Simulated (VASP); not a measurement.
# NbP in VASP: single point with PBE

Aim: the single point of NbP with PBE.

Everything below comes from runs of VASP 6.6.1. Logs are shortened: lines on timing, memory, paths and dates and some standing lists are left out, and cuts for length are marked.

## Step 1: The cell of the first run

The cell holds a slab with vacuum, 8 atoms: a = 3.325 Å, b = 3.325 Å, c = 23.535 Å, α = 90.00°, β = 90.00°, γ = 90.00°.

## Step 2: Single point, PBE

The input, INCAR:

```
ALGO = Normal
DIPOL = 0.5 0.5 0.500
EDIFF = 1E-7
ENCUT = 520
GGA = PE
IDIPOL = 3
ISIF = 2
ISMEAR = -1
LASPH = True
LCHARG = True
LDIPOL = True
LELF = True
LREAL = False
LVACPOTAV = True
LVHAR = True
LWAVE = False
NBANDS = 46
NELM = 60
PREC = Accurate
SIGMA = 0.05
```

The input, KPOINTS:

```
k-points
0
Gamma
  8 8 1
```

The input, POSCAR:

```
NbP
1.0
    3.3250000000      0.0000000000      0.0000000000
    0.0000000000      3.3250000000      0.0000000000
    0.0000000000      0.0000000000     23.5350000000
Nb P
4 4
Direct
    0.5000000000      0.0000000000      0.3186743149
    0.5000000000      0.5000000000      0.4395581050
    0.0000000000      0.5000000000      0.5604418950
    0.0000000000      0.0000000000      0.6813256851
    0.0000000000      0.5000000000      0.3186743149
    0.0000000000      0.0000000000      0.4395581050
    0.5000000000      0.0000000000      0.5604418950
    0.5000000000      0.5000000000      0.6813256851
```

Potentials or basis: VASP PAW PBE potentials, release 64 (Nb_sv, P).

Started as:

```bash
$ cat potpaw_PBE.64/Nb_sv/POTCAR potpaw_PBE.64/P/POTCAR > POTCAR
$ mpirun -np 1 vasp_std > vasp.out
```

OUTCAR:

```text
EDIFF = 1E-7
   ENCUT = 520
   GGA = PE
   ISIF = 2
   ISMEAR = -1
   LASPH = True
   LREAL = False
   NELM = 60
   PREC = Accurate

 ion  position               nearest neighbor table
   1  0.500  0.000  0.319-   5 2.35   5 2.35   5 2.35   5 2.35
   2  0.500  0.500  0.440-   6 2.35   6 2.35   6 2.35   6 2.35
   3  0.000  0.500  0.560-   7 2.35   7 2.35   7 2.35   7 2.35
   4  0.000  0.000  0.681-   8 2.35   8 2.35   8 2.35   8 2.35
   5  0.000  0.500  0.319-   1 2.35   1 2.35   1 2.35   1 2.35
   6  0.000  0.000  0.440-   2 2.35   2 2.35   2 2.35   2 2.35
   7  0.500  0.000  0.560-   3 2.35   3 2.35   3 2.35   3 2.35
   8  0.500  0.500  0.681-   4 2.35   4 2.35   4 2.35   4 2.35

  LATTYP: Found a simple tetragonal cell.
 ALAT       =     3.3250000000
 C/A-ratio  =     7.0781954887

  Lattice vectors:

 A1 = (   3.3250000000,   0.0000000000,   0.0000000000)
 A2 = (   0.0000000000,   3.3250000000,   0.0000000000)
 A3 = (   0.0000000000,   0.0000000000,  23.5350000000)

Analysis of symmetry for initial positions (statically):
=====================================================================
 Subroutine PRICEL returns:
 Original cell was already a primitive cell.

 Routine SETGRP: Setting up the symmetry group for a
 simple tetragonal supercell.

 Subroutine GETGRP returns: Found  8 space group operations
 (whereof  4 operations were pure point group operations)
 out of a pool of 16 trial point group operations.

The static configuration has the point symmetry C_2v.
 The point group associated with its full space group is D_2h.

Analysis of symmetry for dynamics (positions and initial velocities):
=====================================================================
 Subroutine PRICEL returns:
 Original cell was already a primitive cell.

 Routine SETGRP: Setting up the symmetry group for a
 simple tetragonal supercell.

 Subroutine GETGRP returns: Found  8 space group operations
 (whereof  4 operations were pure point group operations)
 out of a pool of 16 trial point group operations.

The dynamic configuration has the point symmetry C_2v.
 The point group associated with its full space group is D_2h.

 Subroutine INISYM returns: Found  8 space group operations
 (whereof  4 operations are pure point group operations),
 and found     1 'primitive' translations

----------------------------------------------------------------------------------------

                                     Primitive cell

  volume of cell :     260.1941

  direct lattice vectors                    reciprocal lattice vectors
     3.325000000  0.000000000  0.000000000     0.300751880  0.000000000  0.000000000
     0.000000000  3.325000000  0.000000000     0.000000000  0.300751880  0.000000000
     0.000000000  0.000000000 23.535000000     0.000000000  0.000000000  0.042489909

  length of vectors
     3.325000000  3.325000000 23.535000000     0.300751880  0.300751880  0.042489909

  position of ions in fractional coordinates (direct lattice)
     0.500000000  0.000000000  0.318674315
     0.500000000  0.500000000  0.439558105
     0.000000000  0.500000000  0.560441895
     0.000000000  0.000000000  0.681325685
     0.000000000  0.500000000  0.318674315
     0.000000000  0.000000000  0.439558105
     0.500000000  0.000000000  0.560441895
     0.500000000  0.500000000  0.681325685

  ion indices of the primitive-cell ions
   primitive index   ion index
                 1           1
                 2           2
                 3           3
                 4           4
                 5           5
                 6           6
                 7           7
                 8           8

----------------------------------------------------------------------------------------

 KPOINTS: k-points

Automatic generation of k-mesh.
 Grid dimensions read from file:
 generate k-points for:    8    8    1

 Generating k-lattice:

  Cartesian coordinates                     Fractional coordinates (reciprocal lattice)
     0.037593985  0.000000000  0.000000000     0.125000000  0.000000000  0.000000000
     0.000000000  0.037593985  0.000000000     0.000000000  0.125000000  0.000000000
     0.000000000  0.000000000  0.042489909     0.000000000  0.000000000  1.000000000

  Length of vectors
     0.037593985  0.037593985  0.042489909

  Shift w.r.t. Gamma in fractional coordinates (k-lattice)
     0.000000000  0.000000000  0.000000000

 Subroutine IBZKPT returns following result:
 ===========================================

 Found     25 irreducible k-points:

 Following reciprocal coordinates:
            Coordinates               Weight
  0.000000  0.000000  0.000000      1.000000
  0.125000  0.000000  0.000000      2.000000
  0.000000  0.125000  0.000000      2.000000
  0.250000  0.000000  0.000000      2.000000
  0.000000  0.250000  0.000000      2.000000
  0.375000  0.000000  0.000000      2.000000
[... 16 lines left out ...]
  0.500000  0.375000  0.000000      2.000000
 -0.375000  0.500000  0.000000      2.000000
   k-points           NKPTS =     25   k-points in BZ     NKDIM =     25   number of bands    NBANDS=     46
   number of dos      NEDOS =    301   number of ions     NIONS =      8
   total plane-waves  NPLWV = 141120
   dimension x,y,z NGX =    28 NGY =   28 NGZ =  180
   dimension x,y,z NGXF=    56 NGYF=   56 NGZF=  360
   ions per type =               4   4
   NGX,Y,Z   is equivalent  to a cutoff of  14.00, 14.00, 12.71 a.u.
   NGXF,Y,Z  is equivalent  to a cutoff of  28.00, 28.00, 25.43 a.u.
 SYSTEM =  unknown system
   PREC   = accura    normal or accurate (medium, high low for compatibility)
   ISTART =      0    job   : 0-new  1-cont  2-samecut
   ICHARG =      2    charge: 1-file 2-atom 10-const
   ISPIN  =      1    spin polarized calculation?
   LNONCOLLINEAR =      F non collinear calculations
   LSORBIT =      F    spin-orbit coupling
   LASPH  =      T    aspherical Exc in radial PAW
   ENCUT  =  520.0 eV  38.22 Ry    6.18 a.u.   6.18  6.18 43.76*2*pi/ulx,y,z
   NELM   =     60;   NELMIN=  2; NELMDL= -5     # of ELM steps
   EDIFF  = 0.1E-06   stopping-criterion for ELM
   LREAL  =      F    real-space projection
   EDIFFG = 0.1E-05   stopping-criterion for IOM
   NSW    =      0    number of steps for IOM
   IBRION =     -1    ionic relax: 0-MD 1-quasi-New 2-CG
   NFREE  =      0    steps in history (QN), initial steepest desc. (CG)
   ISIF   =      2    stress and relaxation
   ISYM   =      2    0-nonsym 1-usesym 2-fastsym
   POTIM  = 0.5000    time-step for ionic-motion
   TEBEG  =    0.0;   TEEND  =   0.0 temperature during run
   PSTRESS=    0.0 pullay stress
   NELECT =      72.0000    total number of electrons
   NUPDOWN=      -1.0000    fix difference up-down
   EMIN   =  10.00;   EMAX   =-10.00  energy-range for DOS
   EFERMI =   0.00;   METHOD = LEGACY
   ISMEAR =    -1;   SIGMA  =   0.05  broadening in eV -4-tet -1-fermi 0-gaus
   EFERMI_NEDOS =   21; number of points for ismear=-14 and -15
   IALGO  =     38    algorithm
   IMIX   =      4    mixing-type and parameters
     AMIX     =   0.40;   BMIX     =  1.00
     AMIX_MAG =   1.60;   BMIX_MAG =  1.00
  volume/ion in A,a.u.               =      32.52       219.48
  Fermi-wavevector in a.u.,A,eV,Ry     =   1.066809  2.015976 15.484526  1.138081
  Thomas-Fermi vector in A             =   2.202405
   LORBIT       =      0    0 simple, 1 ext, 2 COOP (PROOUT), +10 PAW based schemes
   GGA     = PE    functional components
   LHFCALC =     F    Hartree Fock is set to
   AEXX    =    0.0000 exact exchange contribution
   IVDW    =     0    specifies the selected vdW correction
   LEPSILON=     F    determine dielectric tensor
   LRPA    =     F    only Hartree local field effects (RPA)
 non-spin polarized calculation
  energy-cutoff  :      520.00
  volume of cell :      260.19
 maximum number of plane-waves:      7040
 NGX is ok and might be reduce to    28
   NGX = 13   NGY = 13   NGZ = 87

 number of electron      71.9999998 magnetization

 dipolmoment           0.000000      0.000000      0.000000 electrons x Angstroem

 Free energy of the ion-electron system (eV)
  ---------------------------------------------------
  ext. energy  EPLUGINS =         0.00000000
  ---------------------------------------------------
  free energy    TOTEN  =       -62.88543882 eV

  energy without entropy =      -62.84792800  energy(sigma->0) =      -62.86668341

 E-fermi :   3.5086     XC(G=0):  -6.5364

 val. band max:        3.5076459650   @ k =  -0.1250   0.5000   0.0000
 cond. band min:       3.5330720005   @ k =   0.0000   0.0000   0.0000
 fundamental gap:      0.0254260355
 Fermi energy:         3.5085829857

 k-point     1 :       0.0000    0.0000    0.0000
  band No.  band energies     occupation
      1     -51.7005      2.00000
      2     -51.7004      2.00000
      3     -51.5795      2.00000
      4     -51.5602      2.00000
      5     -27.8605      2.00000
      6     -27.8601      2.00000
[... 38 lines left out ...]
     45       4.3515      0.00000
     46       4.8349      0.00000

 k-point     2 :       0.1250    0.0000    0.0000
  band No.  band energies     occupation
      1     -51.6972      2.00000
      2     -51.6971      2.00000
      3     -51.5756      2.00000
      4     -51.5577      2.00000
      5     -27.9111      2.00000
      6     -27.9105      2.00000
[... 38 lines left out ...]
     45       5.1323      0.00000
     46       5.4198      0.00000

 k-point     3 :       0.0000    0.1250    0.0000
  band No.  band energies     occupation
      1     -51.6972      2.00000
      2     -51.6971      2.00000
      3     -51.5764      2.00000
      4     -51.5571      2.00000
      5     -27.8665      2.00000
      6     -27.8623      2.00000
[... 38 lines left out ...]
     45       5.1922      0.00000
     46       5.4116      0.00000

 k-point     4 :       0.2500    0.0000    0.0000
  band No.  band energies     occupation
      1     -51.6894      2.00000
      2     -51.6894      2.00000
      3     -51.5656      2.00000
      4     -51.5519      2.00000
      5     -28.0311      2.00000
      6     -28.0303      2.00000
[... 920 lines left out ...]
     45       6.3491      0.00000
     46       6.3696      0.00000

 k-point    23 :       0.5000    0.3750    0.0000
  band No.  band energies     occupation
      1     -51.6606      2.00000
      2     -51.6606      2.00000
      3     -51.5307      2.00000
      4     -51.5307      2.00000
      5     -28.1308      2.00000
      6     -28.1308      2.00000
[... 38 lines left out ...]
     45       6.2224      0.00000
     46       6.2226      0.00000

 k-point    24 :      -0.3750    0.5000    0.0000
  band No.  band energies     occupation
      1     -51.6605      2.00000
      2     -51.6605      2.00000
      3     -51.5345      2.00000
      4     -51.5272      2.00000
      5     -28.0824      2.00000
      6     -28.0820      2.00000
[... 38 lines left out ...]
     45       6.2768      0.00000
     46       6.2893      0.00000

 [... further k-points ...]
[... 5 lines left out ...]
  --------------------------------------------------------------------------------------
  -------------------------------------------------------------------------------------
  Total       24.8664991     24.4242134     -7.5266429      0.0000000      0.0000000      0.0000000
  in kB      153.1185214    150.3950929    -46.3462281      0.0000000      0.0000000      0.0000000
  external PRESSURE =      85.7224621 kB  Pullay stress =       0.0000000 kB

 VOLUME and BASIS-vectors are now :
 -----------------------------------------------------------------------------
  energy-cutoff  :      520.00
  volume of cell :      260.19
      direct lattice vectors                 reciprocal lattice vectors
     3.325000000  0.000000000  0.000000000     0.300751880  0.000000000  0.000000000
     0.000000000  3.325000000  0.000000000     0.000000000  0.300751880  0.000000000
     0.000000000  0.000000000 23.535000000     0.000000000  0.000000000  0.042489909

 POSITION                                       TOTAL-FORCE (eV/Angst)
 -----------------------------------------------------------------------------------
      1.66250      0.00000      7.50000         0.000000      0.000000      0.972398
      1.66250      1.66250     10.34500         0.000000      0.000000      0.021478
      0.00000      1.66250     13.19000         0.000000      0.000000     -0.021478
      0.00000      0.00000     16.03500         0.000000      0.000000     -0.972398
      0.00000      1.66250      7.50000         0.000000      0.000000     -0.094572
      0.00000      0.00000     10.34500         0.000000      0.000000     -0.032282
      1.66250      0.00000     13.19000         0.000000      0.000000      0.032282
      1.66250      1.66250     16.03500         0.000000      0.000000      0.094572
 -----------------------------------------------------------------------------------
    total drift:                                0.000000      0.000000      0.000000

  FREE ENERGIE OF THE ION-ELECTRON SYSTEM (eV)
  ---------------------------------------------------
  free  energy   TOTEN  =       -62.8854388152 eV

  energy  without entropy=      -62.8479279964  energy(sigma->0) =      -62.86668341

 vacuum level on the upper side and lower side of the slab         7.427         7.427
```

It took 7.3 min on 1 thread of AMD EPYC 9R14 (Zen 4), shared host; peak memory 0.47 GiB.

What came out:

```
Free energy            : -62.8854 eV
Largest force          : 0.972 eV/Å
Band gap on the k mesh : zero (band 36 reaches 4.42 eV, above the bottom of band 37 at 2.90 eV)
```

Forces on the atoms (eV/Å):
```
Nb   0.000  0.000  0.972
Nb   0.000  0.000  0.021
Nb   0.000  0.000 -0.021
Nb   0.000  0.000 -0.972
P    0.000  0.000 -0.095
P    0.000  0.000 -0.032
P    0.000  0.000  0.032
P    0.000  0.000  0.095
```
